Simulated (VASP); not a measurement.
# V (Im-3m) in VASP: notebook, part 2 of 2

VASP 6.6.1. Earlier steps stand in the parts before.

**5. Single point, LDA**

INCAR

```
SYSTEM = V
ALGO     = Normal         ! electronic algorithm
EDIFF    = 1E-6           ! SCF threshold, eV
ENCUT    = 520            ! plane-wave cutoff, eV
ISIF     = 2              ! what is computed and relaxed
ISMEAR   = 0              ! smearing method
LASPH    = .TRUE.         ! aspherical terms in the spheres
LCHARG   = .FALSE.        ! write CHGCAR
LREAL    = .FALSE.        ! projectors in reciprocal space
LWAVE    = .FALSE.        ! write WAVECAR
NBANDS   = 12             ! bands
NELM     = 80             ! most SCF steps
PREC     = Accurate       ! precision mode
SIGMA    = 0.1            ! smearing width, eV
```

KPOINTS

```
k-points
0
G
  15 15 15
  0 0 0
```

POSCAR

```
V
1.0
   -1.4636513664      1.4636513664      1.4636513664
    1.4636513664     -1.4636513664      1.4636513664
    1.4636513664      1.4636513664     -1.4636513664
V
1
Direct
    0.0000000000      0.0000000000      0.0000000000
```

Potentials or basis: VASP PAW LDA potentials, release 64 (V_sv).

On the command line:

```sh
$ cat potpaw_LDA.64/V_sv/POTCAR > POTCAR
$ mpirun -np 1 vasp_std > vasp.out
```

OUTCAR:

```text
SYSTEM = V
   EDIFF = 1E-6
   ENCUT = 520
   ISIF = 2
   ISMEAR = 0
   LASPH = .TRUE.
   LREAL = .FALSE.
   NELM = 80
   PREC = Accurate

 ion  position               nearest neighbor table
   1  0.000  0.000  0.000-

  LATTYP: Found a body centered cubic cell.
 ALAT       =     2.9273027328

  Lattice vectors:

 A1 = (  -1.4636513664,   1.4636513664,   1.4636513664)
 A2 = (   1.4636513664,  -1.4636513664,   1.4636513664)
 A3 = (   1.4636513664,   1.4636513664,  -1.4636513664)

Analysis of symmetry for initial positions (statically):
=====================================================================
 Subroutine PRICEL returns:
 Original cell was already a primitive cell.

 Routine SETGRP: Setting up the symmetry group for a
 body centered cubic supercell.

 Subroutine GETGRP returns: Found 48 space group operations
 (whereof 48 operations were pure point group operations)
 out of a pool of 48 trial point group operations.

The static configuration has the point symmetry O_h .

Analysis of symmetry for dynamics (positions and initial velocities):
=====================================================================
 Subroutine PRICEL returns:
 Original cell was already a primitive cell.

 Routine SETGRP: Setting up the symmetry group for a
 body centered cubic supercell.

 Subroutine GETGRP returns: Found 48 space group operations
 (whereof 48 operations were pure point group operations)
 out of a pool of 48 trial point group operations.

The dynamic configuration has the point symmetry O_h .

 Subroutine INISYM returns: Found 48 space group operations
 (whereof 48 operations are pure point group operations),
 and found     1 'primitive' translations

----------------------------------------------------------------------------------------

                                     Primitive cell
[... 113 lines left out ...]
   LORBIT       =      0    0 simple, 1 ext, 2 COOP (PROOUT), +10 PAW based schemes
   GGA     = CA    functional components
   LHFCALC =     F    Hartree Fock is set to
   AEXX    =    0.0000 exact exchange contribution
   IVDW    =     0    specifies the selected vdW correction
   LEPSILON=     F    determine dielectric tensor
   LRPA    =     F    only Hartree local field effects (RPA)
 non-spin polarized calculation
 Gauss-broadening in eV      SIGMA  =   0.10
  energy-cutoff  :      520.00
  volume of cell :       12.54
 maximum number of plane-waves:       366
   NGX =  9   NGY =  9   NGZ =  9

 number of electron      13.0000011 magnetization

 Free energy of the ion-electron system (eV)
  ---------------------------------------------------
  ext. energy  EPLUGINS =         0.00000000
  ---------------------------------------------------
  free energy    TOTEN  =        -9.95616824 eV

  energy without entropy =       -9.95006069  energy(sigma->0) =       -9.95311446

 E-fermi :  10.4025     XC(G=0): -13.6242

 val. band max:       10.3811257303   @ k =   0.0667   0.0667   0.0667
 cond. band min:      10.4211641952   @ k =   0.4000   0.2000   0.0000
 fundamental gap:      0.0400384649
 Fermi energy:        10.4024781121

 k-point     1 :       0.0000    0.0000    0.0000
  band No.  band energies     occupation
      1     -52.4920      2.00000
      2     -26.0605      2.00000
      3     -26.0605      2.00000
      4     -26.0605      2.00000
      5       3.7521      2.00000
      6      10.7964      0.00000
      7      10.7964      0.00000
      8      10.7964      0.00000
      9      12.9795      0.00000
     10      12.9795      0.00000
     11      31.5016      0.00000
     12      31.5016      0.00000
[... 331 lines left out ...]
 k-point    24 :       0.4000    0.2000    0.0000
  band No.  band energies     occupation
      1     -52.1951      2.00000
      2     -27.0745      2.00000
      3     -26.5858      2.00000
      4     -26.1766      2.00000
      5       7.9091      2.00000
      6       9.1941      2.00000
      7      10.4212      0.79158
      8      12.9426      0.00000
      9      13.6565      0.00000
     10      17.4141      0.00000
     11      21.3369      0.00000
     12      24.6617      0.00000

 [... further k-points ...]

------------------------ aborting loop because EDIFF is reached ----------------------------------------

  FORCE on cell =-STRESS in cart. coord.  units (eV):
  Direction    XX          YY          ZZ          XY          YZ          ZX
  --------------------------------------------------------------------------------------
  -------------------------------------------------------------------------------------
  Total        0.0204647      0.0204647      0.0204647      0.0000000     -0.0000000     -0.0000000
  in kB        2.6142258      2.6142258      2.6142258      0.0000000     -0.0000000     -0.0000000
  external PRESSURE =       2.6142258 kB  Pullay stress =       0.0000000 kB

 VOLUME and BASIS-vectors are now :
 -----------------------------------------------------------------------------
  energy-cutoff  :      520.00
  volume of cell :       12.54
      direct lattice vectors                 reciprocal lattice vectors
    -1.463651366  1.463651366  1.463651366     0.000000000  0.341611405  0.341611405
     1.463651366 -1.463651366  1.463651366     0.341611405  0.000000000  0.341611405
     1.463651366  1.463651366 -1.463651366     0.341611405  0.341611405  0.000000000

 POSITION                                       TOTAL-FORCE (eV/Angst)
 -----------------------------------------------------------------------------------
      0.00000      0.00000      0.00000         0.000000     -0.000000     -0.000000
 -----------------------------------------------------------------------------------
    total drift:                                0.000000     -0.000000      0.000000

  FREE ENERGIE OF THE ION-ELECTRON SYSTEM (eV)
  ---------------------------------------------------
  free  energy   TOTEN  =        -9.9561682409 eV

  energy  without entropy=       -9.9500606865  energy(sigma->0) =       -9.95311446
```

Wall time 26 s (1 thread of Intel Xeon 6975P-C, shared host); peak memory 0.13 GiB.

Results:

```yaml
Free_energy: -9.9562 eV
Pressure: 0.3 GPa
```

Levels at points of the mesh, in eV from the Fermi level:
```csv
k point,band 3,band 4,band 5,band 6,band 7,band 8,band 9,band 10
"(0.00, 0.00, 0.00)",-36.46,-36.46,-6.65,0.39,0.39,0.39,2.58,2.58
```

**6. The runs side by side**

```tsv
smearing	gap on the mesh (eV)	pressure (GPa)
fermi-dirac 1 eV	none	28.5
gaussian 0.01 eV	none	0.1
gaussian 0.03 eV	none	0.1
gaussian 0.1 eV	none	0.3
```

Alike in all rows: task single point; level LDA; potentials or basis VASP PAW LDA potentials, release 64 (V_sv); no spin polarisation; cell as given; k mesh 15 × 15 × 15; cutoff (eV) 520.

Every run on the cell as given and a fine mesh finds a metal.

Total energies depend on the potentials used, so only differences within one code and one set of settings carry meaning.
